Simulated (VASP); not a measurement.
The system is SnO2.

```
Sn O
1.0
     4.73735    0.00000    0.00000
     0.00000    4.73735    0.00000
     0.00000    0.00000    3.18640
Sn O
2 4
Direct
  0.00000 0.00000 0.00000
  0.50000 0.50000 0.50000
  0.30562 0.30562 0.00000
  0.19438 0.80562 0.50000
  0.69438 0.69438 0.00000
  0.80562 0.19438 0.50000
```

```yaml
Program: VASP 6.6.1
Task: relaxation of cell and atoms
Functional: PBE
Potentials_or_basis: VASP PAW PBE potentials, release 64 (Sn_d, O)
Cutoff: 600 eV
k_mesh: 4 × 4 × 6
Occupations: gaussian, width 0.1 eV
Spin: no spin polarisation
```

At the start: pressure 11.3 GPa; volume 11.92 Å³/atom.

Where does the relaxation end?

Over 5 steps the energy falls by 22.7 meV/atom and the volume is 12.59 Å³/atom (+5.6 %); space group P4_2/mnm (No. 136, to 0.1 Å) before and after.

Step by step:
| step | energy change (eV) | largest force (eV/Å) | pressure (GPa) | volume (Å³) |
| --- | --- | --- | --- | --- |
| 1 | 0.0000 | 0.0510 | 11.32 | 71.51 |
| 2 | 0.0460 | 0.3229 | -9.92 | 80.58 |
| 3 | -0.1327 | 0.1552 | 0.00 | 75.47 |
| 4 | -0.1327 | 0.1517 | 0.20 | 75.39 |
| 5 | -0.1361 | 0.0175 | 0.14 | 75.54 |

Final structure:
```
Sn O
1.0
     4.82499    0.00000    0.00000
     0.00000    4.82499    0.00000
     0.00000    0.00000    3.24476
Sn O
2 4
Direct
  0.00000 0.00000 0.00000
  0.50000 0.50000 0.50000
  0.30641 0.30641 0.00000
  0.19359 0.80641 0.50000
  0.69359 0.69359 0.00000
  0.80641 0.19359 0.50000
```
